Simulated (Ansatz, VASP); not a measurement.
# Ag in VASP and in Ansatz

```xyz
1
Lattice="0.0000 2.0735 2.0735 2.0735 0.0000 2.0735 2.0735 2.0735 0.0000" Properties=species:S:1:pos:R:3 pbc="T T T"
Ag    0.0000    0.0000    0.0000
```

Alike in both runs: functional PBE; k mesh 17 × 17 × 17; occupations fermi-dirac, width 0.05 eV; no spin polarisation.

Ansatz relaxed the structure, and its values are those at the end. VASP's run is a single point on that final structure, the one shown.

|  | VASP | Ansatz |
| --- | --- | --- |
| version | VASP 6.6.1 | Ansatz 0.2.0 |
| potentials or method | VASP PAW PBE potentials, release 64 (Ag), cutoff 500 eV | all-electron LAPW, scalar-relativistic |

|  | VASP | Ansatz | Ansatz less VASP |
| --- | --- | --- | --- |
| pressure (GPa) | 0.0 | 0.0 | +0.06 |

Ansatz ran all-electron here, and VASP with PAW potentials.
